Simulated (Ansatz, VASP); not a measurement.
# One calculation of MoSe2, two programs

```xyz
6
Lattice="3.3417 0.0000 0.0000 -1.6709 2.8940 0.0000 0.0000 0.0000 12.7318" Properties=species:S:1:pos:R:3 pbc="T T T"
Mo    0.0000    1.9293    3.1829
Mo    1.6709    0.9647    9.5488
Se    0.0000    1.9293    7.8743
Se    1.6709    0.9647    1.5084
Se    0.0000    1.9293   11.2234
Se    1.6709    0.9647    4.8575
```

Alike in both runs: task single point; functional PBE; dispersion D3(BJ); k mesh 12 × 12 × 2; occupations gaussian, width 0.05 eV; no spin polarisation.

|  | VASP | Ansatz |
| --- | --- | --- |
| version | VASP 6.6.1 | Ansatz 0.2.0 |
| potentials or method | VASP PAW PBE potentials, release 64 (Mo_sv, Se), cutoff 500 eV | scalar-relativistic, plane waves, PAW |
| valence electrons in the cell | 52 | 92 |

```tsv
	VASP	Ansatz	Ansatz less VASP
gap on the k mesh at the Fermi level (eV)	0.74	0.75	+0.004
pressure (GPa)	-4.2	-4.5	-0.23
traceless stress, the component that is largest in VASP (GPa)	1.31	1.25	-0.051
rms of the force components (eV/Å)	0.152	0.168	+0.0152
```

Atom by atom the forces differ by 0.015 eV/Å (rms over components). VASP's potentials hold 52 valence electrons a cell and Ansatz's 92, so a difference there can come from the potentials and not from the codes.
